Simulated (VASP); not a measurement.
Write the native input for VASP 6.6.1 that does the following.

```
Task                   : single point
Functional             : PBEsol
Potentials or basis    : VASP PAW PBE potentials, release 64 (Sb)
Cutoff                 : 520 eV
k mesh                 : 24 × 24 × 24
Occupations            : gaussian, width 0.15 eV
Spin                   : no spin polarisation
Dipole correction      : no
Further INCAR settings : ALGO = Normal; EDIFF = 1e-06; NBANDS = 8
```

The structure of Sb lies in POSCAR:

```
Sb
1.0
   -1.5272406777      1.5272406777      2.8898476584
    1.5272406777     -1.5272406777      2.8898476584
    1.5272406777      1.5272406777     -2.8898476584
Sb
1
Direct
    0.0000000000      0.0000000000      0.0000000000
```

This cell differs from its parent crystal: ratio of the length along z to the lengths across it x 1.1, volume and fractional coordinates fixed.

The input as run:

INCAR

```
  PREC = Accurate
  ENCUT = 520
  EDIFF = 1E-6
  ISMEAR = 0
  SIGMA = 0.15
  LREAL = False
  LASPH = True
  NELM = 60
  ALGO = Normal
  ISIF = 2
  LWAVE = False
  LCHARG = True
  GGA = PS
  LELF = True
  LVHAR = True
  NBANDS = 8
```

KPOINTS

```
regular mesh
0
Gamma
  24 24 24
```

Potentials or basis: VASP PAW PBE potentials, release 64 (Sb).

The run is started by

```sh
$ cat potpaw_PBE.64/Sb/POTCAR > POTCAR
$ mpirun -np 1 vasp_std > vasp.out
```

Results of the run:

- Pressure: 0.3 GPa
- Band gap on the k mesh: zero (an odd number of electrons rules out a gap without spin polarisation)

Caveat: the PAW data sets were made with another functional, which shifts forces and pressure a little; spin-orbit coupling is left out, which moves the levels of the heavy elements.

It took 4.7 min on 1 thread of Intel Xeon 8259CL (shared host), peak memory 0.35 GiB.
